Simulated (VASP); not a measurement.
Input of a VASP 6.6.1 run:

The input INCAR:

```
PREC = Accurate
ENCUT = 520
EDIFF = 1E-6
ISMEAR = -1
SIGMA = 0.05
LREAL = F
LASPH = T
NELM = 100
ALGO = Normal
ISIF = 2
LWAVE = F
LCHARG = F
GGA = PS
NBANDS = 14
```

File KPOINTS:

```
Automatic mesh
0
Gamma
  5 5 5
```

The input POSCAR:

```
TiAl
1.0
    3.1790640000      0.0000000000      0.0000000000
    0.0000000000      3.1790640000      0.0000000000
    0.0000000000      0.0000000000      3.1790640000
Ti Al
1 1
Direct
    0.0000000000      0.0000000000      0.0000000000
    0.5000000000      0.5000000000      0.5000000000
```

Potentials or basis: VASP PAW PBE potentials, release 64 (Ti_sv, Al).

Launch:

```console
$ cat potpaw_PBE.64/Ti_sv/POTCAR potpaw_PBE.64/Al/POTCAR > POTCAR
$ mpirun -np 1 vasp_std > vasp.out
```

Problem. What does it give for the pressure?

Solution. -2.3 GPa.

Caveat: the k points lie up to 0.40 Å⁻¹ apart; the PAW data sets were made with another functional, which shifts forces and pressure a little.
